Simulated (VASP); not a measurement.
# ZnS (P6_3mc) in VASP: a series of runs

ZnS is run at these levels: r2SCAN; tasks: single point.

All numbers are computed with VASP 6.6.1; they aren't measurements. Logs are shortened: lines on timing, memory, paths and dates and some standing lists are left out, and cuts for length are marked.

**1. The cell of the first run**

Symmetry: P6_3mc, No. 186, hexagonal system. The conventional cell has a = 3.649 Å, b = 3.649 Å, c = 23.891 Å, α = 90.00°, β = 90.00°, γ = 120.00°. Within 3.0 Å of Zn (site symmetry 3m) lie 4 S at 2.24 Å. Zn (site symmetry 3m) has 4 S at 2.24 Å within 3.0 Å. Zn (site symmetry 3m) has 4 S at 2.24 Å within 3.0 Å. Within 3.0 Å of Zn (site symmetry 3m) lie 4 S at 2.24 Å. Within 3.0 Å of S (site symmetry 3m) lie 4 Zn at 2.24 Å. Within 3.0 Å of S (site symmetry 3m) lie 4 Zn at 2.24 Å. Within 3.0 Å of S (site symmetry 3m) lie 4 Zn at 2.24 Å. S (site symmetry 3m) has 4 Zn at 2.24 Å within 3.0 Å.

**2. Single point, r2SCAN (17.22 Å³/atom)**

File POSCAR:

```
ZnS
1.0
    3.6493691056      0.0000000000      0.0000000000
   -1.8246845528      3.1604463532      0.0000000000
    0.0000000000      0.0000000000     23.8910486068
Zn S
8 8
Direct
    0.0000000000      0.0000000000      0.0000866925
    0.0000000000      0.0000000000      0.5000866925
    0.3333333333      0.6666666667      0.1249510800
    0.6666666667      0.3333333333      0.6249510800
    0.3333333333      0.6666666667      0.3752547115
    0.6666666667      0.3333333333      0.8752547115
    0.3333333333      0.6666666667      0.7500641820
    0.6666666667      0.3333333333      0.2500641820
    0.0000000000      0.0000000000      0.0936781948
    0.0000000000      0.0000000000      0.5936781948
    0.3333333333      0.6666666667      0.2185320965
    0.6666666667      0.3333333333      0.7185320965
    0.3333333333      0.6666666667      0.4688054973
    0.6666666667      0.3333333333      0.9688054973
    0.3333333333      0.6666666667      0.8438275453
    0.6666666667      0.3333333333      0.3438275453
```

File INCAR.step1:

```
SYSTEM = ZnS
PREC     = Accurate       ! precision mode
ENCUT    = 520            ! plane-wave cutoff, eV
ISMEAR   = 0              ! smearing method
SIGMA    = 0.02           ! smearing width, eV
LREAL    = Auto         
LASPH    = .TRUE.         ! aspherical terms in the spheres
NELM     = 80             ! most SCF steps
NBANDS   = 86             ! bands
GGA      = PE             ! functional
ALGO     = Normal         ! electronic algorithm
EDIFF    = 1E-4           ! SCF threshold, eV
LWAVE    = .TRUE.         ! write WAVECAR
LCHARG   = .FALSE.        ! write CHGCAR
```

File INCAR.step2:

```
SYSTEM = ZnS
PREC     = Accurate       ! precision mode
ENCUT    = 520            ! plane-wave cutoff, eV
EDIFF    = 1E-6           ! SCF threshold, eV
ISMEAR   = 0              ! smearing method
SIGMA    = 0.02           ! smearing width, eV
LREAL    = Auto         
LASPH    = .TRUE.         ! aspherical terms in the spheres
NELM     = 80             ! most SCF steps
ALGO     = Normal         ! electronic algorithm
ISIF     = 2              ! what is computed and relaxed
LWAVE    = .FALSE.        ! write WAVECAR
LCHARG   = .TRUE.         ! write CHGCAR
METAGGA  = R2SCAN         ! meta-GGA
LMIXTAU  = .TRUE.       
LELF     = .TRUE.         ! ELF
LVHAR    = .TRUE.       
NBANDS   = 86             ! bands
ISTART   = 1
```

File KPOINTS:

```
Automatic mesh
0
G
  6 6 1
  0 0 0
```

Potentials or basis: VASP PAW PBE potentials, release 64 (Zn, S).

Run with:

```sh
$ cat potpaw_PBE.64/Zn/POTCAR potpaw_PBE.64/S/POTCAR > POTCAR
$ cp INCAR.step1 INCAR
$ mpirun -np 1 vasp_std > vasp.out
$ cp INCAR.step2 INCAR
$ mpirun -np 1 vasp_std > vasp.out
```

OUTCAR:

```text
SYSTEM = ZnS
   PREC = Accurate
   ENCUT = 520
   EDIFF = 1E-6
   ISMEAR = 0
   LREAL = Auto
   LASPH = .TRUE.
   NELM = 80
   ISIF = 2
   METAGGA = R2SCAN
   ISTART = 1

 ion  position               nearest neighbor table
   1  0.000  0.000  0.000-  14 2.24  14 2.24  14 2.24   9 2.24
   2  0.000  0.000  0.500-  13 2.24  13 2.24  13 2.24  10 2.24
   3  0.333  0.667  0.125-   9 2.24   9 2.24   9 2.24  11 2.24
   4  0.667  0.333  0.625-  10 2.24  10 2.24  10 2.24  12 2.24
   5  0.333  0.667  0.375-  13 2.24  16 2.24  16 2.24  16 2.24
   6  0.667  0.333  0.875-  14 2.24  15 2.24  15 2.24  15 2.24
[... 8 lines left out ...]
  15  0.333  0.667  0.844-   6 2.24   6 2.24   6 2.24   7 2.24
  16  0.667  0.333  0.344-   5 2.24   5 2.24   5 2.24   8 2.24

  LATTYP: Found a hexagonal cell.
 ALAT       =     3.6493691056
 C/A-ratio  =     6.5466243385

  Lattice vectors:

 A1 = (   3.6493691056,   0.0000000000,   0.0000000000)
 A2 = (  -1.8246845528,   3.1604463532,   0.0000000000)
 A3 = (   0.0000000000,   0.0000000000,  23.8910486068)

Analysis of symmetry for initial positions (statically):
=====================================================================
 Subroutine PRICEL returns:
 Original cell was already a primitive cell.

 Routine SETGRP: Setting up the symmetry group for a
 hexagonal supercell.

 Subroutine GETGRP returns: Found 12 space group operations
 (whereof  6 operations were pure point group operations)
 out of a pool of 24 trial point group operations.

The static configuration has the point symmetry C_3v.
 The point group associated with its full space group is C_6v.

Analysis of symmetry for dynamics (positions and initial velocities):
=====================================================================
 Subroutine PRICEL returns:
 Original cell was already a primitive cell.

 Routine SETGRP: Setting up the symmetry group for a
 hexagonal supercell.

 Subroutine GETGRP returns: Found 12 space group operations
 (whereof  6 operations were pure point group operations)
 out of a pool of 24 trial point group operations.

The dynamic configuration has the point symmetry C_3v.
 The point group associated with its full space group is C_6v.

 Subroutine INISYM returns: Found 12 space group operations
 (whereof  6 operations are pure point group operations),
 and found     1 'primitive' translations

----------------------------------------------------------------------------------------

                                     Primitive cell

  volume of cell :     275.5506

  direct lattice vectors                    reciprocal lattice vectors
     3.649369106  0.000000000  0.000000000     0.274019966  0.158205501  0.000000000
    -1.824684553  3.160446353  0.000000000     0.000000000  0.316411003  0.000000000
     0.000000000  0.000000000 23.891048607     0.000000000  0.000000000  0.041856681

  length of vectors
     3.649369106  3.649369106 23.891048607     0.316411003  0.316411003  0.041856681

  position of ions in fractional coordinates (direct lattice)
     0.000000000  0.000000000  0.000086692
     0.000000000  0.000000000  0.500086692
     0.333333333  0.666666667  0.124951080
     0.666666667  0.333333333  0.624951080
     0.333333333  0.666666667  0.375254711
     0.666666667  0.333333333  0.875254711
[... 8 lines left out ...]
     0.333333333  0.666666667  0.843827545
     0.666666667  0.333333333  0.343827545

  ion indices of the primitive-cell ions
   primitive index   ion index
                 1           1
                 2           2
                 3           3
                 4           4
                 5           5
                 6           6
[... 8 lines left out ...]
                15          15
                16          16

----------------------------------------------------------------------------------------

 KPOINTS: Automatic mesh

Automatic generation of k-mesh.
 Grid dimensions read from file:
 generate k-points for:    6    6    1

 Generating k-lattice:

  Cartesian coordinates                     Fractional coordinates (reciprocal lattice)
     0.045669994  0.026367584  0.000000000     0.166666667  0.000000000  0.000000000
     0.000000000  0.052735167  0.000000000     0.000000000  0.166666667  0.000000000
     0.000000000  0.000000000  0.041856681     0.000000000  0.000000000  1.000000000

  Length of vectors
     0.052735167  0.052735167  0.041856681

  Shift w.r.t. Gamma in fractional coordinates (k-lattice)
     0.000000000  0.000000000  0.000000000

 Subroutine IBZKPT returns following result:
 ===========================================

 Found      7 irreducible k-points:

 Following reciprocal coordinates:
            Coordinates               Weight
  0.000000  0.000000  0.000000      1.000000
  0.166667 -0.000000  0.000000      6.000000
  0.333333 -0.000000  0.000000      6.000000
  0.500000  0.000000  0.000000      3.000000
  0.166667  0.166667  0.000000      6.000000
  0.333333  0.166667  0.000000     12.000000
  0.333333  0.333333  0.000000      2.000000
   k-points           NKPTS =      7   k-points in BZ     NKDIM =      7   number of bands    NBANDS=     86
   number of dos      NEDOS =    301   number of ions     NIONS =     16
   total plane-waves  NPLWV = 141120
   dimension x,y,z NGX =    28 NGY =   28 NGZ =  180
   dimension x,y,z NGXF=    56 NGYF=   56 NGZF=  360
   ions per type =               8   8
   NGX,Y,Z   is equivalent  to a cutoff of  12.76, 12.76, 12.53 a.u.
   NGXF,Y,Z  is equivalent  to a cutoff of  25.51, 25.51, 25.05 a.u.
 SYSTEM =  ZnS
   PREC   = accura    normal or accurate (medium, high low for compatibility)
   ISTART =      1    job   : 0-new  1-cont  2-samecut
   ICHARG =      0    charge: 1-file 2-atom 10-const
   ISPIN  =      1    spin polarized calculation?
   LNONCOLLINEAR =      F non collinear calculations
   LSORBIT =      F    spin-orbit coupling
   LASPH  =      T    aspherical Exc in radial PAW
   ENCUT  =  520.0 eV  38.22 Ry    6.18 a.u.   6.79  6.79 44.42*2*pi/ulx,y,z
   NELM   =     80;   NELMIN=  2; NELMDL=  0     # of ELM steps
   EDIFF  = 0.1E-05   stopping-criterion for ELM
   LREAL  =      T    real-space projection
   EDIFFG = 0.1E-04   stopping-criterion for IOM
   NSW    =      0    number of steps for IOM
   IBRION =     -1    ionic relax: 0-MD 1-quasi-New 2-CG
   NFREE  =      0    steps in history (QN), initial steepest desc. (CG)
   ISIF   =      2    stress and relaxation
   ISYM   =      2    0-nonsym 1-usesym 2-fastsym
   POTIM  = 0.5000    time-step for ionic-motion
   TEBEG  =    0.0;   TEEND  =   0.0 temperature during run
   PSTRESS=    0.0 pullay stress
   NELECT =     144.0000    total number of electrons
   NUPDOWN=      -1.0000    fix difference up-down
   EMIN   =  10.00;   EMAX   =-10.00  energy-range for DOS
   EFERMI =   0.00;   METHOD = LEGACY
   ISMEAR =     0;   SIGMA  =   0.02  broadening in eV -4-tet -1-fermi 0-gaus
   EFERMI_NEDOS =   21; number of points for ismear=-14 and -15
   IALGO  =     38    algorithm
   IMIX   =      4    mixing-type and parameters
     AMIX     =   0.40;   BMIX     =  1.00
     AMIX_MAG =   1.60;   BMIX_MAG =  1.00
  volume/ion in A,a.u.               =      17.22       116.22
  Fermi-wavevector in a.u.,A,eV,Ry     =   1.318647  2.491881 23.658214  1.738830
  Thomas-Fermi vector in A             =   2.448602
   LORBIT       =      0    0 simple, 1 ext, 2 COOP (PROOUT), +10 PAW based schemes
   METAGGA = R2SCAN    functional components
   LHFCALC =     F    Hartree Fock is set to
   AEXX    =    0.0000 exact exchange contribution
   IVDW    =     0    specifies the selected vdW correction
   LEPSILON=     F    determine dielectric tensor
   LRPA    =     F    only Hartree local field effects (RPA)
 non-spin polarized calculation
 Gauss-broadening in eV      SIGMA  =   0.02
  energy-cutoff  :      520.00
  volume of cell :      275.55
 maximum number of plane-waves:      7438
 NGX is ok and might be reduce to    28
   NGX = 13   NGY = 13   NGZ = 89

 number of electron     144.0000079 magnetization

 Free energy of the ion-electron system (eV)
  ---------------------------------------------------
  ext. energy  EPLUGINS =         0.00000000
  ---------------------------------------------------
  free energy    TOTEN  =      -149.52586720 eV

  energy without entropy =     -149.52586720  energy(sigma->0) =     -149.52586720

 E-fermi :   3.3683     XC(G=0): -10.9900

 val. band max:        3.2283767684   @ k =   0.0000   0.0000   0.0000
 cond. band min:       6.5805306971   @ k =   0.0000   0.0000   0.0000
 fundamental gap:      3.3521539286
 Fermi energy:         3.3683052685

 k-point     1 :       0.0000    0.0000    0.0000
  band No.  band energies     occupation
      1     -11.5418      2.00000
      2     -11.3976      2.00000
      3     -11.3861      2.00000
      4     -10.9991      2.00000
      5     -10.9925      2.00000
      6     -10.5416      2.00000
[... 76 lines left out ...]
     83       9.9478      0.00000
     84      10.0033      0.00000

 k-point     2 :       0.1667   -0.0000    0.0000
  band No.  band energies     occupation
      1     -11.3081      2.00000
      2     -11.1734      2.00000
      3     -11.1625      2.00000
      4     -10.8045      2.00000
      5     -10.7979      2.00000
      6     -10.3888      2.00000
[... 424 lines left out ...]
     83       9.3990      0.00000
     84       9.6703      0.00000

 k-point     7 :       0.3333    0.3333    0.0000
  band No.  band energies     occupation
      1     -10.0168      2.00000
      2     -10.0168      2.00000
      3     -10.0110      2.00000
      4     -10.0110      2.00000
      5     -10.0019      2.00000
      6     -10.0019      2.00000
[... 76 lines left out ...]
     83      10.0759      0.00000
     84      10.2596      0.00000
 [bands above 84 left out]

------------------------ aborting loop because EDIFF is reached ----------------------------------------

  FORCE on cell =-STRESS in cart. coord.  units (eV):
  Direction    XX          YY          ZZ          XY          YZ          ZX
  --------------------------------------------------------------------------------------
  -------------------------------------------------------------------------------------
  Total       22.9592641     22.9592641     22.9141232      0.0000000      0.0000000      0.0000000
  in kB      133.4956518    133.4956518    133.2331819      0.0000000      0.0000000      0.0000000
  external PRESSURE =     133.4081618 kB  Pullay stress =       0.0000000 kB

 VOLUME and BASIS-vectors are now :
 -----------------------------------------------------------------------------
  energy-cutoff  :      520.00
  volume of cell :      275.55
      direct lattice vectors                 reciprocal lattice vectors
     3.649369106  0.000000000  0.000000000     0.274019966  0.158205501  0.000000000
    -1.824684553  3.160446353  0.000000000     0.000000000  0.316411003  0.000000000
     0.000000000  0.000000000 23.891048607     0.000000000  0.000000000  0.041856681

 POSITION                                       TOTAL-FORCE (eV/Angst)
 -----------------------------------------------------------------------------------
      0.00000      0.00000      0.00207        -0.000000      0.000000      0.001452
      0.00000      0.00000     11.94760         0.000000     -0.000000      0.001452
     -0.00000      2.10696      2.98521        -0.000000     -0.000000     -0.004755
      1.82468      1.05348     14.93074        -0.000000     -0.000000     -0.004755
     -0.00000      2.10696      8.96523        -0.000000     -0.000000      0.009522
      1.82468      1.05348     20.91075         0.000000      0.000000      0.009522
[... 8 lines left out ...]
     -0.00000      2.10696     20.15992         0.000000     -0.000000     -0.005012
      1.82468      1.05348      8.21440         0.000000     -0.000000     -0.005012
 -----------------------------------------------------------------------------------
    total drift:                                0.000000      0.000000     -0.023131

  FREE ENERGIE OF THE ION-ELECTRON SYSTEM (eV)
  ---------------------------------------------------
  free  energy   TOTEN  =      -149.5258671999 eV

  energy  without entropy=     -149.5258671999  energy(sigma->0) =     -149.52586720
```

It took 47 min on 1 thread of Intel Xeon 8259CL, shared host; peak memory 0.47 GiB.

What came out:

- Free energy: -149.5259 eV
- Pressure: 13.3 GPa
- Largest force: 0.010 eV/Å
- Band gap on the k mesh: 3.35 eV

Forces in eV/Å, atoms in the order of the input:
```
Zn   0.000  0.000  0.001
Zn   0.000  0.000  0.001
Zn   0.000  0.000 -0.005
Zn   0.000  0.000 -0.005
Zn   0.000  0.000  0.010
Zn   0.000  0.000  0.010
Zn   0.000  0.000  0.008
Zn   0.000  0.000  0.008
S    0.000  0.000  0.001
S    0.000  0.000  0.001
S    0.000  0.000 -0.004
S    0.000  0.000 -0.004
S    0.000  0.000 -0.006
S    0.000  0.000 -0.006
S    0.000  0.000 -0.005
S    0.000  0.000 -0.005
```

Caveat: the cell stands under pressure; the PAW data sets were made with another functional, which shifts forces and pressure a little; an odd mesh through Γ misses points on the zone boundary, where band edges can lie.

**3. Single point, r2SCAN (17.81 Å³/atom)**

This run uses another cell than the first one, of 17.81 Å³/atom.

File POSCAR:

```
ZnS
1.0
    3.6909076801      0.0000000000      0.0000000000
   -1.8454538401      3.1964198140      0.0000000000
    0.0000000000      0.0000000000     24.1525588768
Zn S
8 8
Direct
    0.0000000000      0.0000000000      0.0000690040
    0.0000000000      0.0000000000      0.5000690040
    0.3333333333      0.6666666667      0.1249443001
    0.6666666667      0.3333333333      0.6249443001
    0.3333333333      0.6666666667      0.3752206018
    0.6666666667      0.3333333333      0.8752206018
    0.3333333333      0.6666666667      0.7500536882
    0.6666666667      0.3333333333      0.2500536882
    0.0000000000      0.0000000000      0.0936940448
    0.0000000000      0.0000000000      0.5936940448
    0.3333333333      0.6666666667      0.2185597803
    0.6666666667      0.3333333333      0.7185597803
    0.3333333333      0.6666666667      0.4688110159
    0.6666666667      0.3333333333      0.9688110159
    0.3333333333      0.6666666667      0.8438475648
    0.6666666667      0.3333333333      0.3438475648
```

File INCAR.step1:

```
  ALGO = Normal
  EDIFF = 1E-4
  ENCUT = 520
  GGA = PE
  ISMEAR = 0
  LASPH = T
  LCHARG = F
  LREAL = Auto
  LWAVE = T
  NBANDS = 86
  NELM = 60
  PREC = Accurate
  SIGMA = 0.02
```

File INCAR.step2:

```
  ALGO = Normal
  EDIFF = 1E-6
  ENCUT = 520
  ISIF = 2
  ISMEAR = 0
  ISTART = 1
  LASPH = T
  LCHARG = F
  LMIXTAU = T
  LREAL = Auto
  LWAVE = F
  METAGGA = R2SCAN
  NBANDS = 86
  NELM = 60
  PREC = Accurate
  SIGMA = 0.02
```

File KPOINTS:

```
k-points
0
Gamma
  6 6 1
```

Potentials or basis: VASP PAW PBE potentials, release 64 (Zn, S).

Run with:

```sh
$ cat potpaw_PBE.64/Zn/POTCAR potpaw_PBE.64/S/POTCAR > POTCAR
$ cp INCAR.step1 INCAR
$ mpirun -np 1 vasp_std > vasp.out
$ cp INCAR.step2 INCAR
$ mpirun -np 1 vasp_std > vasp.out
```

It took 38 min on 1 thread of Intel Xeon 8259CL, shared host; peak memory 0.46 GiB.

The run converged. Its results:

```
Free energy            : -150.1809 eV
Pressure               : 9.2 GPa
Largest force          : 0.017 eV/Å
Band gap on the k mesh : 3.19 eV
```

Forces on the atoms (eV/Å):
```
Zn   0.000  0.000  0.008
Zn   0.000  0.000  0.008
Zn   0.000  0.000  0.006
Zn   0.000  0.000  0.006
Zn   0.000  0.000  0.017
Zn   0.000  0.000  0.017
Zn   0.000  0.000  0.016
Zn   0.000  0.000  0.016
S    0.000  0.000 -0.008
S    0.000  0.000 -0.008
S    0.000  0.000 -0.013
S    0.000  0.000 -0.013
S    0.000  0.000 -0.011
S    0.000  0.000 -0.011
S    0.000  0.000 -0.016
S    0.000  0.000 -0.016
```

Levels at points of the mesh, in eV from the valence-band top:
```csv
k point,band 70,band 71,band 72,band 73,band 74,band 75
"(0.00, 0.00, 0.00)",-0.03,0.00,0.00,3.19,3.93,3.95
"(0.50, 0.00, 0.00)",-1.33,-1.24,-1.05,3.58,3.68,4.09
```

Caveat: the cell stands under pressure; the PAW data sets were made with another functional, which shifts forces and pressure a little; an odd mesh through Γ misses points on the zone boundary, where band edges can lie.

(Continued in part 2 of 2.)
